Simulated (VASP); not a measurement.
# CoSi3 (Fm-3m) in VASP: settings compared

The runs below take CoSi3 through single point, with PBE, r2SCAN.

All numbers are computed with VASP 6.6.1; they aren't measurements. Logs are shortened: lines on timing, memory, paths and dates and some standing lists are left out, and cuts for length are marked.

## (1) The cell of the first run

Symmetry: Fm-3m, No. 225, cubic system. Conventional cell: a = 5.897 Å, b = 5.897 Å, c = 5.897 Å, α = 90.00°, β = 90.00°, γ = 90.00°. Within 3.4 Å of Si (site symmetry -43m) lie 10 Si at 2.55 to 2.95 Å and 4 Co at 2.55 Å. Within 3.4 Å of Si (site symmetry m-3m) lie 8 Si at 2.55 Å and 6 Co at 2.95 Å. Within 3.4 Å of Co (site symmetry m-3m) lie 14 Si at 2.55 to 2.95 Å.

## (2) Single point, PBE, collinear spin, ferromagnetic start

File INCAR:

```
  PREC = Accurate
  ENCUT = 520
  EDIFF = 1E-7
  ISMEAR = 0
  SIGMA = 0.1
  LREAL = F
  LASPH = T
  NELM = 150
  ALGO = Normal
  ISIF = 2
  LWAVE = F
  LCHARG = F
  ISPIN = 2
  MAGMOM = 0.25 0.25 0.32 1.99
  LORBIT = 11
  NUPDOWN = 3.0
  LMAXMIX = 4
  GGA = PE
  NBANDS = 22
```

File KPOINTS:

```
regular mesh
0
Gamma
  12 12 12
```

File POSCAR:

```
CoSi3
1.0
    0.0000000000      2.9483370208      2.9483370208
    2.9483370208      0.0000000000      2.9483370208
    2.9483370208      2.9483370208      0.0000000000
Si Co
3 1
Direct
    0.2500000000      0.2500000000      0.2500000000
    0.7500000000      0.7500000000      0.7500000000
    0.5000000000      0.5000000000      0.5000000000
    0.0000000000      0.0000000000      0.0000000000
```

Potentials or basis: VASP PAW PBE potentials, release 64 (Si, Co).

The run is started by

```bash
cat potpaw_PBE.64/Si/POTCAR potpaw_PBE.64/Co/POTCAR > POTCAR
mpirun -np 1 vasp_std > vasp.out
```

OUTCAR:

```text
PREC = Accurate
   ENCUT = 520
   EDIFF = 1E-7
   ISMEAR = 0
   LREAL = F
   LASPH = T
   NELM = 150
   ISIF = 2
   ISPIN = 2
   LORBIT = 11
   NUPDOWN = 3.0
   GGA = PE

 ion  position               nearest neighbor table
   1  0.250  0.250  0.250-   4 2.55   3 2.55   4 2.55   3 2.55   4 2.55   4 2.55   3 2.55   3 2.55
                             2 2.95   2 2.95   2 2.95   2 2.95   2 2.95   2 2.95
   2  0.750  0.750  0.750-   3 2.55   4 2.55   3 2.55   3 2.55   4 2.55   3 2.55   4 2.55   4 2.55
                             1 2.95   1 2.95   1 2.95   1 2.95   1 2.95   1 2.95
   3  0.500  0.500  0.500-   1 2.55   2 2.55   1 2.55   1 2.55   2 2.55   1 2.55   2 2.55   2 2.55
                             4 2.95   4 2.95   4 2.95   4 2.95   4 2.95   4 2.95
   4  0.000  0.000  0.000-   2 2.55   1 2.55   2 2.55   1 2.55   2 2.55   2 2.55   1 2.55   1 2.55
                             3 2.95   3 2.95   3 2.95   3 2.95   3 2.95   3 2.95

  LATTYP: Found a face centered cubic cell.
 ALAT       =     5.8966740416

  Lattice vectors:

 A1 = (   0.0000000000,   2.9483370208,   2.9483370208)
 A2 = (   2.9483370208,   0.0000000000,   2.9483370208)
 A3 = (   2.9483370208,   2.9483370208,   0.0000000000)

Analysis of symmetry for initial positions (statically):
=====================================================================
 Subroutine PRICEL returns:
 Original cell was already a primitive cell.

 Routine SETGRP: Setting up the symmetry group for a
 face centered cubic supercell.

 Subroutine GETGRP returns: Found 48 space group operations
 (whereof 48 operations were pure point group operations)
 out of a pool of 48 trial point group operations.

The static configuration has the point symmetry O_h .

Analysis of symmetry for dynamics (positions and initial velocities):
=====================================================================
 Subroutine PRICEL returns:
 Original cell was already a primitive cell.

 Routine SETGRP: Setting up the symmetry group for a
 face centered cubic supercell.

 Subroutine GETGRP returns: Found 48 space group operations
 (whereof 48 operations were pure point group operations)
 out of a pool of 48 trial point group operations.

The dynamic configuration has the point symmetry O_h .

Analysis of structural, dynamic, and magnetic symmetry:
=====================================================================
 Subroutine PRICEL returns:
 Original cell was already a primitive cell.

 Routine SETGRP: Setting up the symmetry group for a
 face centered cubic supercell.

[... 131 lines left out ...]
  Thomas-Fermi vector in A             =   2.351262
   LORBIT       =     11    0 simple, 1 ext, 2 COOP (PROOUT), +10 PAW based schemes
   GGA     = PE    functional components
   LHFCALC =     F    Hartree Fock is set to
   AEXX    =    0.0000 exact exchange contribution
   IVDW    =     0    specifies the selected vdW correction
   LEPSILON=     F    determine dielectric tensor
   LRPA    =     F    only Hartree local field effects (RPA)
 spin polarized calculation
 Gauss-broadening in eV      SIGMA  =   0.10
  energy-cutoff  :      520.00
  volume of cell :       51.26
 maximum number of plane-waves:      1411
   NGX = 15   NGY = 15   NGZ = 15

 number of electron      20.9999994 magnetization       2.9999956

 Free energy of the ion-electron system (eV)
  ---------------------------------------------------
  ext. energy  EPLUGINS =         0.00000000
  ---------------------------------------------------
  free energy    TOTEN  =       -21.06091451 eV

  energy without entropy =      -21.04358499  energy(sigma->0) =      -21.05224975

 E-fermi :  10.0833     XC(G=0): -11.8855

 val. band max:       11.8752067415   @ k =   0.4167   0.0833   0.0000
 cond. band min:      10.0900368319   @ k =  -0.2500   0.5000   0.2500
 fundamental gap:     -1.7851699096
 Fermi energy:        11.8914616667

 spin component 1

 k-point     1 :       0.0000    0.0000    0.0000
  band No.  band energies     occupation
      1      -3.4845      1.00000
      2       6.1040      1.00000
      3       6.1040      1.00000
      4       6.1040      1.00000
      5       7.5877      1.00000
      6       7.5877      1.00000
[... 589 lines left out ...]
     21      22.4211      0.00000
     22      23.2632      0.00000

 [... further k-points ...]

 spin component 2

 k-point     1 :       0.0000    0.0000    0.0000
  band No.  band energies     occupation
      1      -3.0536      1.00000
      2       6.9013      1.00000
      3       6.9013      1.00000
      4       6.9013      1.00000
      5       8.5284      1.00000
      6       9.1634      1.00000
[... 589 lines left out ...]
     21      22.8930      0.00000
     22      23.6541      0.00000

 [... further k-points ...]
[... 5 lines left out ...]
  --------------------------------------------------------------------------------------
  -------------------------------------------------------------------------------------
  Total        1.5308817      1.5308817      1.5308817      0.0000000     -0.0000000      0.0000000
  in kB       47.8509820     47.8509820     47.8509820      0.0000000     -0.0000000      0.0000000
  external PRESSURE =      47.8509820 kB  Pullay stress =       0.0000000 kB

 VOLUME and BASIS-vectors are now :
 -----------------------------------------------------------------------------
  energy-cutoff  :      520.00
  volume of cell :       51.26
      direct lattice vectors                 reciprocal lattice vectors
     0.000000000  2.948337021  2.948337021    -0.169587125  0.169587125  0.169587125
     2.948337021  0.000000000  2.948337021     0.169587125 -0.169587125  0.169587125
     2.948337021  2.948337021  0.000000000     0.169587125  0.169587125 -0.169587125

 POSITION                                       TOTAL-FORCE (eV/Angst)
 -----------------------------------------------------------------------------------
      1.47417      1.47417      1.47417        -0.000000     -0.000000      0.000000
      4.42251      4.42251      4.42251         0.000000     -0.000000     -0.000000
      2.94834      2.94834      2.94834        -0.000000      0.000000      0.000000
      0.00000      0.00000      0.00000        -0.000000      0.000000      0.000000
 -----------------------------------------------------------------------------------
    total drift:                                0.000000     -0.000000      0.000000

  FREE ENERGIE OF THE ION-ELECTRON SYSTEM (eV)
  ---------------------------------------------------
  free  energy   TOTEN  =       -21.0609145060 eV

  energy  without entropy=      -21.0435849939  energy(sigma->0) =      -21.05224975

 total charge

# of ion       s       p       d       tot
------------------------------------------
    1        0.802   0.772   0.000   1.574
    2        0.802   0.772   0.000   1.574
    3        0.795   0.772   0.000   1.567
    4        0.431   0.449   7.312   8.193
--------------------------------------------------
tot          2.831   2.765   7.312  12.908

 magnetization (x)

# of ion       s       p       d       tot
------------------------------------------
    1        0.077   0.095   0.000   0.173
    2        0.077   0.095   0.000   0.173
    3        0.070   0.134   0.000   0.204
    4        0.025   0.051   1.716   1.792
--------------------------------------------------
tot          0.250   0.375   1.716   2.342
```

OSZICAR:

```text
N       E                     dE             d eps       ncg     rms          rms(c)
DAV:   1     0.822679645336E+02    0.82268E+02   -0.82273E+03  6352   0.889E+02
DAV:   2    -0.181848343715E+02   -0.10045E+03   -0.92717E+02  6752   0.198E+02
DAV:   3    -0.238730719818E+02   -0.56882E+01   -0.54851E+01  7912   0.478E+01
DAV:   4    -0.239831223371E+02   -0.11005E+00   -0.10974E+00  7566   0.616E+00
DAV:   5    -0.239863151400E+02   -0.31928E-02   -0.31923E-02  8322   0.114E+00    0.194E+01
DAV:   6    -0.414356633861E+02   -0.17449E+02   -0.11658E+02  7284   0.151E+02    0.510E+01
DAV:   7    -0.221469128889E+02    0.19289E+02   -0.24484E+01  8022   0.963E+01    0.104E+01
DAV:   8    -0.210415079444E+02    0.11054E+01   -0.63172E+00  8654   0.310E+01    0.341E+00
DAV:   9    -0.210534406968E+02   -0.11933E-01   -0.66330E-01  7968   0.778E+00    0.107E+00
DAV:  10    -0.210607183345E+02   -0.72776E-02   -0.31948E-02  9028   0.161E+00    0.446E-01
DAV:  11    -0.210609953737E+02   -0.27704E-03   -0.14426E-03  9508   0.352E-01    0.234E-01
DAV:  12    -0.210609180441E+02    0.77330E-04   -0.48767E-04  9492   0.224E-01    0.107E-01
DAV:  13    -0.210609145051E+02    0.35390E-05   -0.77757E-05  8184   0.712E-02    0.451E-02
DAV:  14    -0.210609177282E+02   -0.32231E-05   -0.13279E-05  8968   0.367E-02    0.216E-02
DAV:  15    -0.210609161318E+02    0.15964E-05   -0.17147E-06  8494   0.964E-03    0.140E-02
DAV:  16    -0.210609148075E+02    0.13242E-05   -0.12655E-06  7982   0.110E-02    0.494E-03
DAV:  17    -0.210609145161E+02    0.29140E-06   -0.41376E-07  5600   0.673E-03    0.570E-04
DAV:  18    -0.210609145060E+02    0.10155E-07   -0.56012E-08  3886   0.157E-03
   1 F= -.21060915E+02 E0= -.21052250E+02  d E =-.173295E-01  mag=     3.0000
```

stdout:

```text
POSCAR found type information on POSCAR SiCo
 POSCAR found :  2 types and       4 ions
 scaLAPACK will be used
 LDA part: xc-table for (Slater+PW92), standard interpolation
 POSCAR, INCAR and KPOINTS ok, starting setup
 FFT: planning ... GRIDC
 FFT: planning ... GRID_SOFT
 FFT: planning ... GRID
 WAVECAR not read
 entering main loop
```

It took 61 s on 1 thread of Intel Xeon 6975P-C (Granite Rapids), shared host; peak memory 0.28 GiB.

Results:

* Free energy: -21.0609 eV
* Pressure: 4.8 GPa
* Net moment: 3.00 μB per cell
* Site moments: Si +0.17, +0.20; Co +1.79 μB
* Valence electrons inside the program's atomic spheres: Si 1.57; Co 8.19

Caveat: the total moment is fixed, so each spin has its own Fermi level.

## (3) Single point, PBE, collinear spin, ferromagnetic start

This run uses another cell than the first one, of 13.33 Å³/atom, 1.040 times its volume.

File INCAR:

```
SYSTEM = CoSi3
ALGO = Normal
EDIFF = 1E-6
ENCUT = 520
GGA = PE
ISIF = 2
ISMEAR = 0
ISPIN = 2
LASPH = .TRUE.
LCHARG = .FALSE.
LMAXMIX = 4
LORBIT = 11
LREAL = .FALSE.
LWAVE = .FALSE.
MAGMOM = 0 0 0 2
NBANDS = 22
NELM = 150
PREC = Accurate
SIGMA = 0.1
```

File KPOINTS:

```
k-points
0
G
  12 12 12
  0 0 0
```

File POSCAR:

```
CoSi3
1.0
    0.0000000000      2.9871353783      2.9871353783
    2.9871353783      0.0000000000      2.9871353783
    2.9871353783      2.9871353783      0.0000000000
Si Co
3 1
Direct
    0.2500000000      0.2500000000      0.2500000000
    0.7500000000      0.7500000000      0.7500000000
    0.5000000000      0.5000000000      0.5000000000
    0.0000000000      0.0000000000      0.0000000000
```

Potentials or basis: VASP PAW PBE potentials, release 64 (Si, Co).

The run is started by

```bash
cat potpaw_PBE.64/Si/POTCAR potpaw_PBE.64/Co/POTCAR > POTCAR
mpirun -np 1 vasp_std > vasp.out
```

OUTCAR:

```text
SYSTEM = CoSi3
   EDIFF = 1E-6
   ENCUT = 520
   GGA = PE
   ISIF = 2
   ISMEAR = 0
   ISPIN = 2
   LASPH = .TRUE.
   LORBIT = 11
   LREAL = .FALSE.
   NELM = 150
   PREC = Accurate

 ion  position               nearest neighbor table
   1  0.250  0.250  0.250-   4 2.59   4 2.59   4 2.59   3 2.59   4 2.59   3 2.59   3 2.59   3 2.59
                             2 2.99   2 2.99   2 2.99   2 2.99   2 2.99   2 2.99
   2  0.750  0.750  0.750-   3 2.59   3 2.59   3 2.59   3 2.59   4 2.59   4 2.59   4 2.59   4 2.59
                             1 2.99   1 2.99   1 2.99   1 2.99   1 2.99   1 2.99
   3  0.500  0.500  0.500-   1 2.59   1 2.59   1 2.59   1 2.59   2 2.59   2 2.59   2 2.59   2 2.59
[... 1437 lines left out ...]
     2.987135378  2.987135378  0.000000000     0.167384446  0.167384446 -0.167384446

 POSITION                                       TOTAL-FORCE (eV/Angst)
 -----------------------------------------------------------------------------------
      1.49357      1.49357      1.49357         0.000000     -0.000000     -0.000000
      4.48070      4.48070      4.48070        -0.000000      0.000000      0.000000
      2.98714      2.98714      2.98714         0.000000      0.000000     -0.000000
      0.00000      0.00000      0.00000         0.000000      0.000000     -0.000000
 -----------------------------------------------------------------------------------
    total drift:                                0.000000     -0.000000      0.000000

  FREE ENERGIE OF THE ION-ELECTRON SYSTEM (eV)
  ---------------------------------------------------
  free  energy   TOTEN  =       -22.1705586023 eV

  energy  without entropy=      -22.1570967304  energy(sigma->0) =      -22.16382767

 total charge

# of ion       s       p       d       tot
------------------------------------------
    1        0.822   0.725   0.000   1.547
    2        0.822   0.725   0.000   1.547
    3        0.854   0.703   0.000   1.557
    4        0.392   0.414   7.408   8.215
--------------------------------------------------
tot          2.891   2.568   7.408  12.866

 magnetization (x)

# of ion       s       p       d       tot
------------------------------------------
    1        0.004  -0.003   0.000   0.001
    2        0.004  -0.003   0.000   0.001
    3       -0.001   0.005   0.000   0.003
    4       -0.001  -0.003   0.177   0.173
--------------------------------------------------
tot          0.006  -0.003   0.177   0.179
```

stdout:

```text
POSCAR found type information on POSCAR SiCo
 POSCAR found :  2 types and       4 ions
 scaLAPACK will be used
 LDA part: xc-table for (Slater+PW92), standard interpolation
 POSCAR, INCAR and KPOINTS ok, starting setup
 FFT: planning ... GRIDC
 FFT: planning ... GRID_SOFT
 FFT: planning ... GRID
 WAVECAR not read
 entering main loop
```

Run time: 74 s. Hardware: 1 thread of Intel Xeon 6975P-C (Granite Rapids), shared host; peak memory 0.28 GiB.

What came out:

| Property | Result |
| --- | --- |
| Free energy | -22.1706 eV |
| Pressure | -4.8 GPa |
| Net moment | 0.16 μB per cell |
| Site moments | Si +0.00; Co +0.17 μB |
| Valence electrons inside the program's atomic spheres | Si 1.55, 1.56; Co 8.21 |

Levels at points of the mesh, in eV from the Fermi level:
Spin up:
```csv
k point,band 7,band 8,band 9,band 10,band 11,band 12,band 13,band 14,band 15,band 16
"(0.00, 0.00, 0.00)",-2.10,-2.10,-2.05,-2.05,-0.62,0.88,0.88,0.88,2.09,2.09
"(0.50, 0.00, 0.00)",-2.20,-2.20,-1.87,-1.87,0.00,0.00,1.11,4.91,5.42,5.42
"(0.50, 0.50, 0.00)",-1.88,-1.88,-1.59,-0.82,-0.19,4.22,4.22,5.35,5.35,5.90
```
Spin down:
```csv
k point,band 7,band 8,band 9,band 10,band 11,band 12,band 13,band 14
"(0.00, 0.00, 0.00)",-2.09,-2.09,-1.92,-1.92,-0.62,1.01,1.01,1.01
"(0.50, 0.00, 0.00)",-2.21,-2.21,-1.72,-1.72,0.14,0.14,1.20,4.90
"(0.50, 0.50, 0.00)",-1.72,-1.72,-1.44,-0.66,-0.01,4.24,4.24,5.35
```

(Continued in part 2 of 2.)
